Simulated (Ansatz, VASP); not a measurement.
Sn3Se2: VASP beside Ansatz

```xyz
5
Lattice="3.8431 2.2188 3.2407 -3.8431 2.2188 3.2407 0.0000 -4.4377 3.2407" Properties=species:S:1:pos:R:3 pbc="T T T"
Sn   -1.1230   -2.4925    3.2407
Sn   -1.5970    2.2188    3.2407
Sn    2.7201    0.2737    3.2407
Se    0.0000    0.0000    6.8486
Se    0.0000    0.0000    2.8734
```

Alike in both runs: functional PBE; k mesh 3 × 3 × 3; occupations gaussian, width 0.2 eV; no spin polarisation.

Ansatz relaxed the structure, and its values are those at the end. VASP's run is a single point on that final structure, the one shown.

```csv
,VASP,Ansatz
version,VASP 6.6.1,Ansatz 0.2.0
potentials or method,"VASP PAW PBE potentials, release 64 (Sn_d, Se), cutoff 500 eV","scalar-relativistic, plane waves, PAW"
valence electrons in the cell,54,74
```

|  | VASP | Ansatz | Ansatz less VASP |
| --- | --- | --- | --- |
| gap on the k mesh at the Fermi level (eV) | none | none | - |
| pressure (GPa) | 0.4 | 0.4 | 0.00 |
| rms of the force components (eV/Å) | 0.003 | 0.006 | +0.0034 |

A gap of «none» marks a metal or a gap that the smearing closes. With one functional, cell and mesh, what is left measures potentials, basis and numerics. VASP's potentials hold 54 valence electrons a cell and Ansatz's 74, so a difference there can come from the potentials and not from the codes.

The k mesh is coarse, so the values compare programs but aren't converged.
